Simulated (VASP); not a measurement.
# Ti2Co (Fd-3m) in VASP: a series of runs, part 2 of 2

VASP 6.6.1. The steps go on from the part before.

### 3 Single point, PBEsol, collinear spin, ferromagnetic start

INCAR reads:

```
ALGO = Normal
EDIFF = 1E-6
ENCUT = 520
GGA = PS
ISIF = 2
ISMEAR = 0
ISPIN = 2
LASPH = T
LCHARG = T
LELF = T
LMAXMIX = 4
LORBIT = 11
LREAL = F
LVHAR = T
LWAVE = F
MAGMOM = 0 0 0 0 0.59 0.59
NBANDS = 46
NELM = 150
PREC = Accurate
SIGMA = 0.2
```

KPOINTS reads:

```
k-points
0
Gamma
  5 5 5
```

POSCAR reads:

```
Ti2Co
1.0
    0.0000000000      3.3650000000      3.3650000000
    3.3650000000      0.0000000000      3.3650000000
    3.3650000000      3.3650000000      0.0000000000
Ti Co
4 2
Direct
    0.1250000000      0.1250000000      0.1250000000
    0.6250000000      0.1250000000      0.1250000000
    0.1250000000      0.1250000000      0.6250000000
    0.1250000000      0.6250000000      0.1250000000
    0.5000000000      0.5000000000      0.5000000000
    0.7500000000      0.7500000000      0.7500000000
```

Potentials or basis: VASP PAW PBE potentials, release 64 (Ti_sv, Co).

The run is started by

```
$ cat potpaw_PBE.64/Ti_sv/POTCAR potpaw_PBE.64/Co/POTCAR > POTCAR
$ mpirun -np 1 vasp_std > vasp.out
```

It took 2.9 min on 1 thread of Intel Xeon 6975P-C, shared host; peak memory 0.26 GiB.

The run converged. Its results:

```yaml
Free_energy: -45.9049 eV
Pressure: 16.1 GPa
Net_moment: 1.13 μB per cell
Site_moments: Ti +0.04; Co +0.51 μB
Valence_electrons_inside_the_program's_atomic_spheres: Ti 10.79; Co 8.12
```

Levels at points of the mesh, in eV from the Fermi level:
Spin up:
```
           k point  band 32  band 33  band 34  band 35  band 36  band 37
(0.00, 0.00, 0.00)    -0.12    -0.12    -0.12    -0.09    -0.09     3.99
```
Spin down:
```tsv
k point	band 28	band 29	band 30	band 31	band 32	band 33	band 34	band 35	band 36	band 37
(0.00, 0.00, 0.00)	-0.95	-0.84	-0.84	-0.84	0.17	0.17	0.21	0.21	0.21	3.98
```

Caveat: the PAW data sets were made with another functional, which shifts forces and pressure a little.

### 4 Single point, PBEsol, collinear spin, ferromagnetic start

INCAR reads:

```
SYSTEM = Ti2Co
PREC = Accurate ; ENCUT = 520
EDIFF = 1E-6 ; ISMEAR = 0
SIGMA = 0.4 ; LREAL = .FALSE.
LASPH = .TRUE. ; NELM = 150
ALGO = Normal ; ISIF = 2
LWAVE = .FALSE. ; LCHARG = .FALSE.
ISPIN = 2 ; MAGMOM = 0 0 0 0 0.59 0.59
LORBIT = 11 ; LMAXMIX = 4
GGA = PS ; NBANDS = 46
```

KPOINTS reads:

```
regular mesh
0
G
  5 5 5
  0 0 0
```

POSCAR is that of step 3.

The run is started by

```
$ cat potpaw_PBE.64/Ti_sv/POTCAR potpaw_PBE.64/Co/POTCAR > POTCAR
$ mpirun -np 1 vasp_std > vasp.out
```

Run time: 2.6 min. Hardware: 1 thread of Intel Xeon 6975P-C, shared host; peak memory 0.26 GiB.

It converged, with:

```
Free energy                                           : -46.1794 eV
Pressure                                              : 16.9 GPa
Band gap on the k mesh                                : zero (filled and empty bands overlap)
Net moment                                            : 0.04 μB per cell
Site moments                                          : Ti -0.00; Co +0.02 μB
Valence electrons inside the program's atomic spheres : Ti 10.79; Co 8.13
```

Levels at points of the mesh, in eV from the Fermi level:
Spin up:
```
           k point  band 29  band 30  band 31  band 32  band 33  band 34  band 35  band 36  band 37  band 38
(0.00, 0.00, 0.00)    -1.09    -1.09    -1.09     0.01     0.01     0.01     0.01     0.01     3.95     3.95
```
Spin down:
| k point | band 31 | band 32 | band 33 | band 34 | band 35 | band 36 |
| --- | --- | --- | --- | --- | --- | --- |
| (0.00, 0.00, 0.00) | -1.07 | 0.02 | 0.02 | 0.03 | 0.03 | 0.03 |

Caveat: the PAW data sets were made with another functional, which shifts forces and pressure a little.

### 5 Single point, PBEsol, collinear spin, ferromagnetic start

INCAR reads:

```
PREC = Accurate
ENCUT = 520
EDIFF = 1E-7
ISMEAR = 0
SIGMA = 0.1
LREAL = F
LASPH = T
NELM = 150
ALGO = Fast
ISIF = 2
LWAVE = F
LCHARG = F
ISPIN = 2
MAGMOM = 0 0 0 0 0.59 0.59
LORBIT = 11
LMAXMIX = 4
GGA = PS
NBANDS = 46
```

KPOINTS reads:

```
Automatic mesh
0
Gamma
  6 6 6
```

POSCAR is that of step 4.

Potentials or basis: VASP PAW PBE potentials, release 64 (Ti_sv, Co).

The run is started by

```
$ cat potpaw_PBE.64/Ti_sv/POTCAR potpaw_PBE.64/Co/POTCAR > POTCAR
$ mpirun -np 1 vasp_std > vasp.out
```

OUTCAR:

```text
PREC = Accurate
   ENCUT = 520
   EDIFF = 1E-7
   ISMEAR = 0
   LREAL = F
   LASPH = T
   NELM = 150
   ISIF = 2
   ISPIN = 2
   LORBIT = 11
   GGA = PS

 ion  position               nearest neighbor table
   1  0.125  0.125  0.125-   2 2.38   3 2.38   4 2.38   3 2.38   4 2.38   2 2.38   6 2.79   5 2.79
                             6 2.79   5 2.79   6 2.79   5 2.79
   2  0.625  0.125  0.125-   1 2.38   3 2.38   4 2.38   1 2.38   3 2.38   4 2.38   6 2.79   5 2.79
                             5 2.79   6 2.79   5 2.79   6 2.79
   3  0.125  0.125  0.625-   1 2.38   1 2.38   2 2.38   4 2.38   4 2.38   2 2.38   6 2.79   5 2.79
                             6 2.79   5 2.79   6 2.79   5 2.79
   4  0.125  0.625  0.125-   1 2.38   3 2.38   1 2.38   2 2.38   3 2.38   2 2.38   6 2.79   5 2.79
                             6 2.79   5 2.79   6 2.79   5 2.79
   5  0.500  0.500  0.500-   1 2.79   1 2.79   1 2.79   2 2.79   3 2.79   4 2.79   4 2.79   2 2.79
                             4 2.79   3 2.79   2 2.79   3 2.79   6 2.91   6 2.91   6 2.91   6 2.91
   6  0.750  0.750  0.750-   2 2.79   3 2.79   4 2.79   1 2.79   1 2.79   1 2.79   2 2.79   2 2.79
                             3 2.79   4 2.79   3 2.79   4 2.79   5 2.91   5 2.91   5 2.91   5 2.91

  LATTYP: Found a face centered cubic cell.
 ALAT       =     6.7300000000

  Lattice vectors:

[... 1751 lines left out ...]
  in kB      162.4750577    162.4750577    162.4750577      0.0000000      0.0000000      0.0000000
  external PRESSURE =     162.4750577 kB  Pullay stress =       0.0000000 kB

 VOLUME and BASIS-vectors are now :
 -----------------------------------------------------------------------------
  energy-cutoff  :      520.00
  volume of cell :       76.21
      direct lattice vectors                 reciprocal lattice vectors
     0.000000000  3.365000000  3.365000000    -0.148588410  0.148588410  0.148588410
     3.365000000  0.000000000  3.365000000     0.148588410 -0.148588410  0.148588410
     3.365000000  3.365000000  0.000000000     0.148588410  0.148588410 -0.148588410

 POSITION                                       TOTAL-FORCE (eV/Angst)
 -----------------------------------------------------------------------------------
      0.84125      0.84125      0.84125        -0.000000     -0.000000      0.000000
      0.84125      2.52375      2.52375        -0.000000     -0.000000      0.000000
      2.52375      2.52375      0.84125        -0.000000     -0.000000      0.000000
      2.52375      0.84125      2.52375        -0.000000     -0.000000      0.000000
      3.36500      3.36500      3.36500         0.000000     -0.000000     -0.000000
      5.04750      5.04750      5.04750        -0.000000      0.000000      0.000000
 -----------------------------------------------------------------------------------
    total drift:                                0.000000      0.000000      0.000000

  FREE ENERGIE OF THE ION-ELECTRON SYSTEM (eV)
  ---------------------------------------------------
  free  energy   TOTEN  =       -45.8498466052 eV

  energy  without entropy=      -45.8012909794  energy(sigma->0) =      -45.82556879

 total charge

# of ion       s       p       d       tot
------------------------------------------
    1        2.306   6.155   2.331  10.792
    2        2.306   6.155   2.331  10.792
    3        2.306   6.155   2.331  10.792
    4        2.306   6.155   2.331  10.792
    5        0.455   0.460   7.205   8.120
    6        0.455   0.460   7.205   8.120
--------------------------------------------------
tot         10.135  25.538  23.734  59.407

 magnetization (x)

# of ion       s       p       d       tot
------------------------------------------
    1        0.000  -0.004   0.062   0.059
    2        0.000  -0.004   0.062   0.059
    3        0.000  -0.004   0.062   0.059
    4        0.000  -0.004   0.062   0.059
    5        0.003  -0.004   0.565   0.564
    6        0.003  -0.004   0.565   0.564
--------------------------------------------------
tot          0.009  -0.023   1.379   1.364
```

stdout:

```text
POSCAR found type information on POSCAR TiCo
[... 28 lines left out ...]
 num prob  num prob  num prob  num prob  num prob  num prob WARNING in EDDRMM: call to ZHEGV failed, returncode =   6  3     40
 num prob  num prob  nu
```

It took 15 min on 1 thread of Intel Xeon 6975P-C, shared host; peak memory 0.3 GiB.

Results:

- Free energy: -45.8498 eV
- Pressure: 16.2 GPa
- Net moment: 1.31 μB per cell
- Site moments: Ti +0.06; Co +0.56 μB
- Valence electrons inside the program's atomic spheres: Ti 10.79; Co 8.12

Caveat: the PAW data sets were made with another functional, which shifts forces and pressure a little.

### 6 Summary

```csv
k mesh,smearing,gap on the mesh (eV),pressure (GPa),moment (μB)
5 × 5 × 5,gaussian 0.1 eV,none,15.6,1.38
5 × 5 × 5,gaussian 0.2 eV,none,16.1,1.13
5 × 5 × 5,gaussian 0.4 eV,none,16.9,0.04
6 × 6 × 6,gaussian 0.1 eV,none,16.2,1.31
```

Alike in all rows: task single point; level PBEsol; potentials or basis VASP PAW PBE potentials, release 64 (Ti_sv, Co); spin collinear, ferromagnetic start; cell as given; cutoff (eV) 520.

Every run on the cell as given and a fine mesh finds a metal.

Caveats: the PAW data sets were made with another functional, which shifts forces and pressure a little.

Absolute energies hang on the potentials; compare differences alone.
